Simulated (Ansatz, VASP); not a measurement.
# Two plane-wave programs on Zr

```xyz
2
Lattice="3.1859 0.0000 0.0000 -1.5930 2.7591 0.0000 0.0000 0.0000 5.1118" Properties=species:S:1:pos:R:3 pbc="T T T"
Zr    0.0000    1.8394    1.2780
Zr    1.5930    0.9197    3.8339
```

Alike in both runs: functional PBEsol; k mesh 18 × 18 × 8; occupations gaussian, width 0.1 eV; no spin polarisation.

Ansatz relaxed the structure, and its values are those at the end. VASP's run is a single point on that final structure, the one shown.

|  | VASP | Ansatz |
| --- | --- | --- |
| version | VASP 6.6.1 | Ansatz 0.2.0 |
| potentials or method | VASP PAW PBE potentials, release 64 (Zr_sv), cutoff 520 eV | scalar-relativistic, plane waves, PAW |
| valence electrons in the cell | 24 | 24 |

|  | VASP | Ansatz | Ansatz less VASP |
| --- | --- | --- | --- |
| gap on the k mesh at the Fermi level (eV) | none | none | - |
| pressure (GPa) | 0.1 | 0.0 | -0.06 |

VASP's potentials were made for PBE, not for PBEsol. A gap of «none» marks a metal or a gap that the smearing closes. The functional is the same, so the differences come from potentials, cutoffs and numerics.
